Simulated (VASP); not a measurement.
# HgTe (F-43m) in VASP: notebook, part 2 of 2

VASP 6.6.1. Earlier steps stand in the parts before.

### Step 3. Single point, PBE (37.91 Å³/atom)

This run uses another cell than the first one, of 37.91 Å³/atom.

The input, INCAR:

```
SYSTEM = HgTe
ALGO = Normal ; EDIFF = 1E-6
ENCUT = 520 ; GGA = PE
ISIF = 2 ; ISMEAR = 0
LASPH = .True. ; LCHARG = .True.
LELF = .True. ; LREAL = .False.
LVHAR = .True. ; LWAVE = .False.
NBANDS = 16 ; NELM = 100
PREC = Accurate ; SIGMA = 0.1
```

The input, KPOINTS:

```
k-points
0
Gamma
  12 12 12
  0 0 0
```

The input, POSCAR:

```
HgTe
1.0
    0.0000000000      3.3593446698      3.3593446698
    3.3593446698      0.0000000000      3.3593446698
    3.3593446698      3.3593446698      0.0000000000
Hg Te
1 1
Direct
    0.0000000000      0.0000000000      0.0000000000
    0.2500000000      0.2500000000      0.2500000000
```

Potentials or basis: VASP PAW PBE potentials, release 64 (Hg, Te).

On the command line:

```
$ cat potpaw_PBE.64/Hg/POTCAR potpaw_PBE.64/Te/POTCAR > POTCAR
$ mpirun -np 1 vasp_std > vasp.out
```

OUTCAR:

```text
SYSTEM = HgTe
   EDIFF = 1E-6
   ENCUT = 520
   GGA = PE
   ISIF = 2
   ISMEAR = 0
   LASPH = .True.
   LREAL = .False.
   NELM = 100
   PREC = Accurate

 ion  position               nearest neighbor table
   1  0.000  0.000  0.000-   2 2.91   2 2.91   2 2.91   2 2.91
   2  0.250  0.250  0.250-   1 2.91   1 2.91   1 2.91   1 2.91

  LATTYP: Found a face centered cubic cell.
 ALAT       =     6.7186893396

  Lattice vectors:

 A1 = (   0.0000000000,   3.3593446698,   3.3593446698)
 A2 = (   3.3593446698,   0.0000000000,   3.3593446698)
 A3 = (   3.3593446698,   3.3593446698,   0.0000000000)

Analysis of symmetry for initial positions (statically):
=====================================================================
 Subroutine PRICEL returns:
 Original cell was already a primitive cell.

 Routine SETGRP: Setting up the symmetry group for a
 face centered cubic supercell.

 Subroutine GETGRP returns: Found 24 space group operations
 (whereof 24 operations were pure point group operations)
 out of a pool of 48 trial point group operations.

The static configuration has the point symmetry T_d .

Analysis of symmetry for dynamics (positions and initial velocities):
=====================================================================
 Subroutine PRICEL returns:
 Original cell was already a primitive cell.

 Routine SETGRP: Setting up the symmetry group for a
 face centered cubic supercell.

 Subroutine GETGRP returns: Found 24 space group operations
 (whereof 24 operations were pure point group operations)
 out of a pool of 48 trial point group operations.

The dynamic configuration has the point symmetry T_d .

 Subroutine INISYM returns: Found 24 space group operations
 (whereof 24 operations are pure point group operations),
 and found     1 'primitive' translations

----------------------------------------------------------------------------------------

                                     Primitive cell

  volume of cell :      75.8217

  direct lattice vectors                    reciprocal lattice vectors
     0.000000000  3.359344670  3.359344670    -0.148838553  0.148838553  0.148838553
     3.359344670  0.000000000  3.359344670     0.148838553 -0.148838553  0.148838553
     3.359344670  3.359344670  0.000000000     0.148838553  0.148838553 -0.148838553

  length of vectors
     4.750830793  4.750830793  4.750830793     0.257795936  0.257795936  0.257795936

  position of ions in fractional coordinates (direct lattice)
     0.000000000  0.000000000  0.000000000
     0.250000000  0.250000000  0.250000000

  ion indices of the primitive-cell ions
   primitive index   ion index
                 1           1
                 2           2

----------------------------------------------------------------------------------------

 KPOINTS: k-points

Automatic generation of k-mesh.
 Grid dimensions read from file:
 generate k-points for:   12   12   12

 Generating k-lattice:

  Cartesian coordinates                     Fractional coordinates (reciprocal lattice)
    -0.012403213  0.012403213  0.012403213     0.083333333  0.000000000  0.000000000
     0.012403213 -0.012403213  0.012403213     0.000000000  0.083333333  0.000000000
     0.012403213  0.012403213 -0.012403213     0.000000000  0.000000000  0.083333333

  Length of vectors
     0.021482995  0.021482995  0.021482995

  Shift w.r.t. Gamma in fractional coordinates (k-lattice)
     0.000000000  0.000000000  0.000000000

 Subroutine IBZKPT returns following result:
 ===========================================

 Found     72 irreducible k-points:

 Following reciprocal coordinates:
            Coordinates               Weight
  0.000000  0.000000  0.000000      1.000000
  0.083333  0.000000  0.000000      8.000000
  0.166667  0.000000  0.000000      8.000000
  0.250000  0.000000  0.000000      8.000000
  0.333333  0.000000  0.000000      8.000000
  0.416667  0.000000  0.000000      8.000000
[... 16 lines left out ...]
  0.500000  0.166667  0.000000     24.000000
 -0.416667  0.166667  0.000000     24.000000
 [... further k-points ...]
   k-points           NKPTS =     72   k-points in BZ     NKDIM =     72   number of bands    NBANDS=     16
   number of dos      NEDOS =    301   number of ions     NIONS =      2
   total plane-waves  NPLWV =  46656
   dimension x,y,z NGX =    36 NGY =   36 NGZ =   36
   dimension x,y,z NGXF=    72 NGYF=   72 NGZF=   72
   ions per type =               1   1
   NGX,Y,Z   is equivalent  to a cutoff of  12.60, 12.60, 12.60 a.u.
   NGXF,Y,Z  is equivalent  to a cutoff of  25.19, 25.19, 25.19 a.u.
 SYSTEM =  HgTe
   PREC   = accura    normal or accurate (medium, high low for compatibility)
   ISTART =      0    job   : 0-new  1-cont  2-samecut
   ICHARG =      2    charge: 1-file 2-atom 10-const
   ISPIN  =      1    spin polarized calculation?
   LNONCOLLINEAR =      F non collinear calculations
   LSORBIT =      F    spin-orbit coupling
   LASPH  =      T    aspherical Exc in radial PAW
   ENCUT  =  520.0 eV  38.22 Ry    6.18 a.u.   8.83  8.83  8.83*2*pi/ulx,y,z
   NELM   =    100;   NELMIN=  2; NELMDL= -5     # of ELM steps
   EDIFF  = 0.1E-05   stopping-criterion for ELM
   LREAL  =      F    real-space projection
   EDIFFG = 0.1E-04   stopping-criterion for IOM
   NSW    =      0    number of steps for IOM
   IBRION =     -1    ionic relax: 0-MD 1-quasi-New 2-CG
   NFREE  =      0    steps in history (QN), initial steepest desc. (CG)
   ISIF   =      2    stress and relaxation
   ISYM   =      2    0-nonsym 1-usesym 2-fastsym
   POTIM  = 0.5000    time-step for ionic-motion
   TEBEG  =    0.0;   TEEND  =   0.0 temperature during run
   PSTRESS=    0.0 pullay stress
   NELECT =      18.0000    total number of electrons
   NUPDOWN=      -1.0000    fix difference up-down
   EMIN   =  10.00;   EMAX   =-10.00  energy-range for DOS
   EFERMI =   0.00;   METHOD = LEGACY
   ISMEAR =     0;   SIGMA  =   0.10  broadening in eV -4-tet -1-fermi 0-gaus
   EFERMI_NEDOS =   21; number of points for ismear=-14 and -15
   IALGO  =     38    algorithm
   IMIX   =      4    mixing-type and parameters
     AMIX     =   0.40;   BMIX     =  1.00
     AMIX_MAG =   1.60;   BMIX_MAG =  1.00
  volume/ion in A,a.u.               =      37.91       255.84
  Fermi-wavevector in a.u.,A,eV,Ry     =   1.013681  1.915578 13.980642  1.027548
  Thomas-Fermi vector in A             =   2.146864
   LORBIT       =      0    0 simple, 1 ext, 2 COOP (PROOUT), +10 PAW based schemes
   GGA     = PE    functional components
   LHFCALC =     F    Hartree Fock is set to
   AEXX    =    0.0000 exact exchange contribution
   IVDW    =     0    specifies the selected vdW correction
   LEPSILON=     F    determine dielectric tensor
   LRPA    =     F    only Hartree local field effects (RPA)
 non-spin polarized calculation
 Gauss-broadening in eV      SIGMA  =   0.10
  energy-cutoff  :      520.00
  volume of cell :       75.82
 maximum number of plane-waves:      2085
   NGX = 17   NGY = 17   NGZ = 17

 number of electron      17.9999999 magnetization

 Free energy of the ion-electron system (eV)
  ---------------------------------------------------
  ext. energy  EPLUGINS =         0.00000000
  ---------------------------------------------------
  free energy    TOTEN  =        -3.64582056 eV

  energy without entropy =       -3.64565257  energy(sigma->0) =       -3.64573657

 E-fermi :   2.0236     XC(G=0):  -8.2233

 val. band max:        1.9486802081   @ k =   0.0000   0.0000   0.0000
 cond. band min:       2.2740216379   @ k =   0.0833   0.0000   0.0000
 fundamental gap:      0.3253414298
 Fermi energy:         2.0235525852

 k-point     1 :       0.0000    0.0000    0.0000
  band No.  band energies     occupation
      1      -9.2821      2.00000
      2      -4.7968      2.00000
      3      -4.7968      2.00000
      4      -4.7968      2.00000
      5      -4.3964      2.00000
      6      -4.3964      2.00000
[... 8 lines left out ...]
     15      11.3325      0.00000
     16      11.3325      0.00000
[... 419 lines left out ...]
 k-point    24 :      -0.4167    0.1667    0.0000
  band No.  band energies     occupation
      1      -8.8008      2.00000
      2      -4.6812      2.00000
      3      -4.6678      2.00000
      4      -4.4052      2.00000
      5      -4.3874      2.00000
      6      -4.1371      2.00000
[... 8 lines left out ...]
     15      11.1752      0.00000
     16      11.4273      0.00000

 [... further k-points ...]

------------------------ aborting loop because EDIFF is reached ----------------------------------------

  FORCE on cell =-STRESS in cart. coord.  units (eV):
  Direction    XX          YY          ZZ          XY          YZ          ZX
  --------------------------------------------------------------------------------------
  -------------------------------------------------------------------------------------
  Total       -0.4386420     -0.4386420     -0.4386420     -0.0000000      0.0000000     -0.0000000
  in kB       -9.2688762     -9.2688762     -9.2688762     -0.0000000      0.0000000     -0.0000000
  external PRESSURE =      -9.2688762 kB  Pullay stress =       0.0000000 kB

 VOLUME and BASIS-vectors are now :
 -----------------------------------------------------------------------------
  energy-cutoff  :      520.00
  volume of cell :       75.82
      direct lattice vectors                 reciprocal lattice vectors
     0.000000000  3.359344670  3.359344670    -0.148838553  0.148838553  0.148838553
     3.359344670  0.000000000  3.359344670     0.148838553 -0.148838553  0.148838553
     3.359344670  3.359344670  0.000000000     0.148838553  0.148838553 -0.148838553

 POSITION                                       TOTAL-FORCE (eV/Angst)
 -----------------------------------------------------------------------------------
      0.00000      0.00000      0.00000         0.000000      0.000000      0.000000
      1.67967      1.67967      1.67967        -0.000000     -0.000000     -0.000000
 -----------------------------------------------------------------------------------
    total drift:                               -0.000000     -0.000000     -0.000000

  FREE ENERGIE OF THE ION-ELECTRON SYSTEM (eV)
  ---------------------------------------------------
  free  energy   TOTEN  =        -3.6458205637 eV

  energy  without entropy=       -3.6456525742  energy(sigma->0) =       -3.64573657
```

OSZICAR:

```text
N       E                     dE             d eps       ncg     rms          rms(c)
DAV:   1     0.102896702880E+03    0.10290E+03   -0.78091E+03  2320   0.957E+02
DAV:   2    -0.120419527241E+00   -0.10302E+03   -0.96395E+02  2672   0.223E+02
DAV:   3    -0.380716305494E+01   -0.36867E+01   -0.36780E+01  2832   0.436E+01
DAV:   4    -0.384355086024E+01   -0.36388E-01   -0.36385E-01  3520   0.388E+00
DAV:   5    -0.384366393788E+01   -0.11308E-03   -0.11308E-03  2952   0.194E-01    0.593E+00
DAV:   6    -0.365136248115E+01    0.19230E+00   -0.38064E-01  2672   0.767E+00    0.488E+00
DAV:   7    -0.364608133022E+01    0.52812E-02   -0.80924E-02  2696   0.186E+00    0.198E+00
DAV:   8    -0.364574187766E+01    0.33945E-03   -0.75589E-03  2672   0.955E-01    0.433E-01
DAV:   9    -0.364577705709E+01   -0.35179E-04   -0.69122E-04  2960   0.279E-01    0.796E-02
DAV:  10    -0.364580733581E+01   -0.30279E-04   -0.84591E-05  2808   0.786E-02    0.430E-02
DAV:  11    -0.364582080643E+01   -0.13471E-04   -0.21600E-05  2800   0.297E-02    0.157E-02
DAV:  12    -0.364582056365E+01    0.24278E-06   -0.26703E-06  2712   0.965E-03
   1 F= -.36458206E+01 E0= -.36457366E+01  d E =-.167990E-03
```

stdout:

```text
POSCAR found type information on POSCAR HgTe
 POSCAR found :  2 types and       2 ions
 scaLAPACK will be used
 LDA part: xc-table for (Slater+PW92), standard interpolation
 POSCAR, INCAR and KPOINTS ok, starting setup
 FFT: planning ... GRIDC
 FFT: planning ... GRID_SOFT
 FFT: planning ... GRID
 WAVECAR not read
 entering main loop
```

Run time: 86 s. Hardware: 1 thread of Intel Xeon 8259CL, shared host; peak memory 0.26 GiB.

What came out:

- Free energy: -3.6458 eV
- Pressure: -0.9 GPa
- Band gap on the k mesh: zero (filled and empty bands touch)

Caveat: semilocal functionals underestimate gaps, so a narrow gap can read as zero; spin-orbit coupling is left out, which moves the levels of the heavy elements.

### Step 4. Single point, PBE (39.02 Å³/atom)

This run uses another cell than the first one, of 39.02 Å³/atom.

The input, INCAR:

```
SYSTEM = HgTe
PREC = Accurate ; ENCUT = 520
EDIFF = 1E-7 ; ISMEAR = 0
SIGMA = 0.1 ; LREAL = .False.
LASPH = .True. ; NELM = 80
ALGO = Normal ; ISIF = 2
LWAVE = .False. ; LCHARG = .False.
GGA = PE ; NBANDS = 16
```

The input, KPOINTS:

```
Automatic mesh
0
Gamma
  12 12 12
  0 0 0
```

The input, POSCAR:

```
HgTe
1.0
    0.0000000000      3.3916480425      3.3916480425
    3.3916480425      0.0000000000      3.3916480425
    3.3916480425      3.3916480425      0.0000000000
Hg Te
1 1
Direct
    0.0000000000      0.0000000000      0.0000000000
    0.2500000000      0.2500000000      0.2500000000
```

On the command line:

```
$ cat potpaw_PBE.64/Hg/POTCAR potpaw_PBE.64/Te/POTCAR > POTCAR
$ mpirun -np 1 vasp_std > vasp.out
```

Wall time 84 s (1 thread of Intel Xeon 8259CL, shared host); peak memory 0.27 GiB.

Results (log left out):

| Quantity | Value |
| --- | --- |
| Free energy | -3.6279 eV |
| Pressure | -1.7 GPa |
| Band gap on the k mesh | zero (filled and empty bands touch) |

Levels at points of the mesh, in eV from the Fermi level:
```csv
k point,band 7,band 8,band 9,band 10,band 11,band 12
"(0.00, 0.00, 0.00)",-1.13,-0.08,-0.08,-0.08,4.38,4.38
"(0.50, 0.00, 0.00)",-4.69,-0.81,-0.81,0.62,5.07,5.07
"(0.50, 0.50, 0.00)",-4.77,-1.79,-1.79,1.81,2.77,7.66
```

Caveat: semilocal functionals underestimate gaps, so a narrow gap can read as zero; spin-orbit coupling is left out, which moves the levels of the heavy elements.

### Step 5. The runs side by side

```tsv
cell	gap on the mesh (eV)	pressure (GPa)
a = 4.704 Å, angles 60.0°, 2 atoms	none	0.0
a = 4.751 Å, angles 60.0°, 2 atoms	none	-0.9
a = 4.797 Å, angles 60.0°, 2 atoms	none	-1.7
```

Alike in all rows: task single point; level PBE; potentials or basis VASP PAW PBE potentials, release 64 (Hg, Te); no spin polarisation; k mesh 12 × 12 × 12; cutoff (eV) 520; smearing gaussian 0.1 eV.

Caveats: semilocal functionals underestimate gaps, so a narrow gap can read as zero; spin-orbit coupling is left out, which moves the levels of the heavy elements.

Total energies depend on the potentials used, so only differences within one code and one set of settings carry meaning.
